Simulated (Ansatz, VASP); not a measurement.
# GaN: VASP beside Ansatz

INCAR

```
ALGO = Normal
EDIFF = 1E-6
EDIFFG = -0.005
ENCUT = 600
GGA = RE
IBRION = 2
ISIF = 3
ISMEAR = 0
IVDW = 12
LASPH = T
LCHARG = F
LREAL = F
LWAVE = F
NELM = 60
NSW = 100
PREC = Accurate
SIGMA = 0.01
```

File KPOINTS:

```
k-points
0
Gamma
  12 12 4
```

Contents of POSCAR:

```
GaN
1.0
    3.1800000000      0.0000000000      0.0000000000
   -1.5900000000      2.7539607800      0.0000000000
    0.0000000000      0.0000000000      5.1660000000
Ga N
2 2
Direct
    0.3333333333      0.6666666667      0.0000000000
    0.6666666667      0.3333333333      0.5000000000
    0.3333333333      0.6666666667      0.3750000000
    0.6666666667      0.3333333333      0.8750000000
```

Input for Ansatz:

```yaml
crystal:
  lattice:
    - [3.18, 0.0, 0.0]
    - [-1.59, 2.75396078, 0.0]
    - [0.0, 0.0, 5.166]
  atoms:
    - { symbol: Ga, position: [0.3333333333333333, 0.6666666666666666, 0.0] }
    - { symbol: Ga, position: [0.6666666666666666, 0.3333333333333333, 0.5] }
    - { symbol: "N", position: [0.3333333333333333, 0.6666666666666666, 0.375] }
    - { symbol: "N", position: [0.6666666666666666, 0.3333333333333333, 0.8750000000000001] }
basis:
  ecutwfc: 450.0
kpoints:
  mp_grid:
    grid: [12, 12, 4]
    shift: [0.0, 0.0, 0.0]
hamiltonian:
  xc: revpbe
  dispersion: d3bj
scf:
  occupations:
    method: fixed
relax:
  f_tol: 0.005
  max_steps: 100
  cell: {}
```

Alike in both runs: task relaxation of cell and atoms; functional revPBE; dispersion D3(BJ); k mesh 12 × 12 × 4; no spin polarisation.

|  | VASP | Ansatz |
| --- | --- | --- |
| version | VASP 6.6.1 | Ansatz 0.2.0 |
| potentials or method | VASP PAW PBE potentials, release 64 (Ga_d, N), cutoff 600 eV | plane waves, PAW |
| occupations | gaussian, width 0.01 eV | fixed |
| valence electrons in the cell | 36 | 36 |

```tsv
	VASP	Ansatz	Ansatz less VASP
relaxed volume (Å³/atom)	11.47	11.48	+0.013
relaxed cell length with the largest relative difference (Å)	3.191	3.192	+0.0017
```

VASP's potentials were made for PBE, not for revPBE.
